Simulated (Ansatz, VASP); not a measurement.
## Two plane-wave programs on SnTe

Contents of POSCAR:

```
SnTe
1.0
    0.0000000000      3.0936504351      3.0936504351
    3.0936504351      0.0000000000      3.0936504351
    3.0936504351      3.0936504351      0.0000000000
Sn Te
1 1
Direct
    0.0000000000      0.0000000000      0.0000000000
    0.5000000000      0.5000000000      0.5000000000
```

File INCAR.step1:

```
PREC = Accurate
ENCUT = 520
EDIFF = 1E-5
ISMEAR = -1
SIGMA = 0.02
LREAL = False
LASPH = True
NELM = 100
ALGO = Normal
ISIF = 2
LWAVE = True
LCHARG = False
GGA = PE
NBANDS = 17
```

Contents of INCAR.step2:

```
PREC = Accurate
ENCUT = 520
EDIFF = 1E-7
ISMEAR = -1
SIGMA = 0.02
LREAL = False
LASPH = True
NELM = 100
ALGO = Normal
ISIF = 2
LWAVE = False
LCHARG = False
GGA = PE
LHFCALC = True
HFSCREEN = 0.2079
PRECFOCK = Normal
ISTART = 1
NBANDS = 17
```

The input KPOINTS:

```
regular mesh
0
Gamma
  6 6 6
```

Input for Ansatz:

```yaml
crystal:
  lattice:
    - [0.0, 3.0936504351, 3.0936504351]
    - [3.0936504351, 0.0, 3.0936504351]
    - [3.0936504351, 3.0936504351, 0.0]
  atoms:
    - { symbol: Sn, position: [0.0, 0.0, 0.0] }
    - { symbol: Te, position: [0.5, 0.5, 0.5] }
kpoints:
  mp_grid: { grid: [6, 6, 6] }
  band_path:
    path:
      - [0.0, 0.0, 0.0]
      - [0.5, 0.0, 0.5]
      - [0.625, 0.25, 0.625]
      - [0.375, 0.375, 0.75]
      - [0.5, 0.5, 0.5]
      - [0.5, 0.25, 0.75]
      - [-0.021159, -0.010905, 0.489583]
    npoints: 1
hamiltonian:
  xc: hse06
scf:
  occupations: { method: fermi_dirac, width: 0.02 }
  n_extra_bands: 4
output:
  forces: true
  stress: true
  eigenvalues: true
  write_density: true
  write_potential: true
  elf: true
  volumetric_format: npy
```

Change from the starting cell: hydrostatic strain -3.0%.

Alike in both runs: task single point; functional HSE06; k mesh 6 × 6 × 6; occupations fermi-dirac, width 0.02 eV; no spin polarisation.

|  | VASP | Ansatz |
| --- | --- | --- |
| version | VASP 6.6.1 | Ansatz 0.2.0 |
| potentials or method | VASP PAW PBE potentials, release 64 (Sn_d, Te) | plane waves, PAW |
| plane-wave cutoff (eV) | 520 | 420 |
| valence electrons in the cell | 20 | 30 |

```csv
,VASP,Ansatz,Ansatz less VASP
pressure (GPa),4.0,4.2,+0.28
```

With one functional, cell and mesh, what is left measures potentials, basis and numerics. VASP's potentials hold 20 valence electrons a cell and Ansatz's 30, so a difference there can come from the potentials and not from the codes. Ansatz's warnings: stress exchange threshold loose, stress scf threshold loose.

Neither program's run includes spin-orbit coupling.
